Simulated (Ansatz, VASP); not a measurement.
# Two plane-wave programs on Li6Sn

```xyz
7
Lattice="-3.0065 3.0065 3.0065 3.0065 -3.0065 3.0065 3.0065 3.0065 -3.0065" Properties=species:S:1:pos:R:3 pbc="T T T"
Li    1.5032    0.0000    3.0065
Li    1.5032    3.0065    0.0000
Li    3.0065    1.5032    0.0000
Li    0.0000    1.5032    3.0065
Li    0.0000    3.0065    1.5032
Li    3.0065    0.0000    1.5032
Sn    0.0000    0.0000    0.0000
```

Alike in both runs: task relaxation of cell and atoms; functional PBE; k mesh 4 × 4 × 4; occupations gaussian, width 0.1 eV; no spin polarisation.

|  | VASP | Ansatz |
| --- | --- | --- |
| version | VASP 6.6.1 | Ansatz 0.2.0 |
| potentials or method | VASP PAW PBE potentials, release 64 (Li_sv, Sn_d), cutoff 600 eV | scalar-relativistic, plane waves, PAW |
| valence electrons in the cell | 32 | 32 |

```tsv
	VASP	Ansatz	Ansatz less VASP
gap on the k mesh at the Fermi level, each at its own relaxed structure (eV)	none	none	-
relaxed volume (Å³/atom)	22.18	22.51	+0.331
relaxed cell length with the largest relative difference (Å)	5.864	5.893	+0.0290
```

A gap of «none» marks a metal or a gap that the smearing closes.

The k mesh is coarse, so the values compare programs but aren't converged. Noted on VASP's run: the cutoff is short for stress, so the pressure is rough; the volume moved by over 15 % at a fixed basis, so the end points are rough.
